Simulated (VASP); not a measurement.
# Pt (P6_3/mmc) in VASP: notebook, part 2 of 2

VASP 6.6.1.

### 3 Single point, LDA, collinear spin, ferromagnetic start

This run uses another cell than the first one, of 12.85 Å³/atom, 0.733 times its volume.

The input, INCAR:

```
PREC = Accurate
ENCUT = 520
EDIFF = 1E-7
ISMEAR = 0
SIGMA = 0.15
LREAL = False
LASPH = True
NELM = 150
ALGO = Normal
ISIF = 2
LWAVE = False
LCHARG = False
ISPIN = 2
MAGMOM = 0.05 0.05
LORBIT = 11
NUPDOWN = 0.1
LMAXMIX = 4
GGA = CA
NBANDS = 21
```

The input, KPOINTS:

```
regular mesh
0
Gamma
  21 21 10
```

The input, POSCAR:

```
Pt
1.0
    2.5804946569      0.0000000000      0.0000000000
   -1.2902473284      2.2347739272      0.0000000000
    0.0000000000      0.0000000000      4.4558335951
Pt
2
Direct
    0.6666666667      0.3333333333      0.7500000000
    0.3333333333      0.6666666667      0.2500000000
```

Potentials or basis: VASP PAW LDA potentials, release 64 (Pt).

Command:

```console
> cat potpaw_LDA.64/Pt/POTCAR > POTCAR
> mpirun -np 1 vasp_std > vasp.out
```

OUTCAR:

```text
PREC = Accurate
   ENCUT = 520
   EDIFF = 1E-7
   ISMEAR = 0
   LREAL = False
   LASPH = True
   NELM = 150
   ISIF = 2
   ISPIN = 2
   LORBIT = 11
   NUPDOWN = 0.1
   GGA = CA

 ion  position               nearest neighbor table
   1  0.667  0.333  0.750-   2 2.68   2 2.68   2 2.68   2 2.68   2 2.68   2 2.68
   2  0.333  0.667  0.250-   1 2.68   1 2.68   1 2.68   1 2.68   1 2.68   1 2.68

  LATTYP: Found a hexagonal cell.
 ALAT       =     2.5804946569
 C/A-ratio  =     1.7267362221

  Lattice vectors:

 A1 = (   2.5804946569,   0.0000000000,   0.0000000000)
 A2 = (  -1.2902473284,   2.2347739272,   0.0000000000)
 A3 = (   0.0000000000,   0.0000000000,   4.4558335951)

Analysis of symmetry for initial positions (statically):
=====================================================================
 Subroutine PRICEL returns:
 Original cell was already a primitive cell.

 Routine SETGRP: Setting up the symmetry group for a
[... 779 lines left out ...]
      3       9.0567      1.00000
      4       9.7431      1.00000
      5       9.7431      1.00000
      6      10.2812      1.00000
[... 565 lines left out ...]
     20      37.7390      0.00000
     21      39.1080      0.00000

 [... further k-points ...]

------------------------ aborting loop because EDIFF is reached ----------------------------------------

  FORCE on cell =-STRESS in cart. coord.  units (eV):
  Direction    XX          YY          ZZ          XY          YZ          ZX
  --------------------------------------------------------------------------------------
  -------------------------------------------------------------------------------------
  Total       11.0759699     11.0759699      9.6257592      0.0000000      0.0000000      0.0000000
  in kB      690.6003981    690.6003981    600.1779726      0.0000000      0.0000000      0.0000000
  external PRESSURE =     660.4595896 kB  Pullay stress =       0.0000000 kB

 VOLUME and BASIS-vectors are now :
 -----------------------------------------------------------------------------
  energy-cutoff  :      520.00
  volume of cell :       25.70
      direct lattice vectors                 reciprocal lattice vectors
     2.580494657  0.000000000  0.000000000     0.387522600  0.223736278  0.000000000
    -1.290247328  2.234773927  0.000000000     0.000000000  0.447472555  0.000000000
     0.000000000  0.000000000  4.455833595     0.000000000  0.000000000  0.224424898

 POSITION                                       TOTAL-FORCE (eV/Angst)
 -----------------------------------------------------------------------------------
      1.29025      0.74492      3.34188        -0.000000      0.000000      0.000000
     -0.00000      1.48985      1.11396         0.000000     -0.000000      0.000000
 -----------------------------------------------------------------------------------
    total drift:                               -0.000000      0.000000     -0.000000

  FREE ENERGIE OF THE ION-ELECTRON SYSTEM (eV)
  ---------------------------------------------------
  free  energy   TOTEN  =       -14.1704799994 eV

  energy  without entropy=      -14.1378705378  energy(sigma->0) =      -14.15417527

 total charge

# of ion       s       p       d       tot
------------------------------------------
    1        0.741   0.845   8.246   9.833
    2        0.741   0.845   8.246   9.833
--------------------------------------------------
tot          1.483   1.691  16.493  19.666

 magnetization (x)

# of ion       s       p       d       tot
------------------------------------------
    1        0.000   0.000   0.048   0.049
    2        0.000   0.000   0.048   0.049
--------------------------------------------------
tot          0.001   0.001   0.096   0.097
```

OSZICAR:

```text
N       E                     dE             d eps       ncg     rms          rms(c)
DAV:   1     0.112564886505E+03    0.11256E+03   -0.99266E+03 24240   0.913E+02
DAV:   2    -0.122319580382E+02   -0.12480E+03   -0.11792E+03 27630   0.235E+02
DAV:   3    -0.149593083179E+02   -0.27274E+01   -0.27039E+01 28512   0.339E+01
DAV:   4    -0.149725729792E+02   -0.13265E-01   -0.13263E-01 28000   0.253E+00
DAV:   5    -0.149726921902E+02   -0.11921E-03   -0.11921E-03 28830   0.244E-01    0.304E+01
DAV:   6    -0.143213497524E+02    0.65134E+00   -0.54564E-01 26572   0.633E+00    0.163E+01
DAV:   7    -0.141826119343E+02    0.13874E+00   -0.20713E-01 27839   0.396E+00    0.267E+00
DAV:   8    -0.141706329295E+02    0.11979E-01   -0.21305E-02 26877   0.115E+00    0.852E-01
DAV:   9    -0.141704928492E+02    0.14008E-03   -0.87382E-04 29249   0.232E-01    0.252E-01
DAV:  10    -0.141704787159E+02    0.14133E-04   -0.48244E-05 27636   0.530E-02    0.558E-02
DAV:  11    -0.141704798280E+02   -0.11121E-05   -0.30542E-06 28861   0.114E-02    0.129E-02
DAV:  12    -0.141704799980E+02   -0.16997E-06   -0.28128E-07 31525   0.347E-03    0.352E-03
DAV:  13    -0.141704799994E+02   -0.14134E-08   -0.14844E-08 14476   0.859E-04
   1 F= -.14170480E+02 E0= -.14154175E+02  d E =-.326095E-01  mag=     0.1000
```

Wall time 5.4 min (1 thread of Oxide Virtual Turin-like, shared host); peak memory 0.27 GiB.

What came out:

```yaml
Free_energy: -14.1705 eV
Pressure: 66.0 GPa
Net_moment: 0.10 μB per cell
Site_moments: Pt +0.05 μB
Valence_electrons_inside_the_program's_atomic_spheres: Pt 9.83
```

Caveat: the total moment is fixed, so each spin has its own Fermi level.

### 4 Single point, LDA, collinear spin, ferromagnetic start

This run uses another cell than the first one, of 12.85 Å³/atom, 0.733 times its volume.

The input, INCAR:

```
SYSTEM = Pt
  PREC = Accurate
  ENCUT = 520
  EDIFF = 1E-6
  ISMEAR = 0
  SIGMA = 0.15
  LREAL = .False.
  LASPH = .True.
  NELM = 150
  ALGO = Normal
  ISIF = 2
  LWAVE = .False.
  LCHARG = .False.
  ISPIN = 2
  MAGMOM = 0.15 0.15
  LORBIT = 11
  NUPDOWN = 0.3
  LMAXMIX = 4
  NBANDS = 21
```

The input, KPOINTS:

```
regular mesh
0
Gamma
  21 21 10
  0 0 0
```

POSCAR is that of step 3.

Command:

```console
> cat potpaw_LDA.64/Pt/POTCAR > POTCAR
> mpirun -np 1 vasp_std > vasp.out
```

Wall time 5.9 min (1 thread of Oxide Virtual Turin-like, shared host); peak memory 0.27 GiB.

Results (log left out):

```yaml
Free_energy: -14.1627 eV
Pressure: 66.2 GPa
Net_moment: 0.30 μB per cell
Site_moments: Pt +0.15 μB
Valence_electrons_inside_the_program's_atomic_spheres: Pt 9.83
```

Stress tensor (GPa, compression positive):
```
69.37  0.00  0.00
 0.00 69.37  0.00
 0.00  0.00 59.83
```

Caveat: the total moment is fixed, so each spin has its own Fermi level.

### 5 The runs side by side

```csv
fixed moment (μB),cell,pressure (GPa),moment (μB)
0.7,"a = 2.862, b = 2.862, c = 4.942 Å, angles 90.0, 90.0, 120.0°, 2 atoms",-31.0,0.70
0.1,"a = 2.580, b = 2.580, c = 4.456 Å, angles 90.0, 90.0, 120.0°, 2 atoms",66.0,0.10
0.3,"a = 2.580, b = 2.580, c = 4.456 Å, angles 90.0, 90.0, 120.0°, 2 atoms",66.2,0.30
```

Alike in all rows: task single point; level LDA; potentials or basis VASP PAW LDA potentials, release 64 (Pt); spin collinear, ferromagnetic start; k mesh 21 × 21 × 10; cutoff (eV) 520; smearing gaussian 0.15 eV.

Caveats: the total moment is fixed, so each spin has its own Fermi level.

Absolute energies hang on the potentials; compare differences alone.
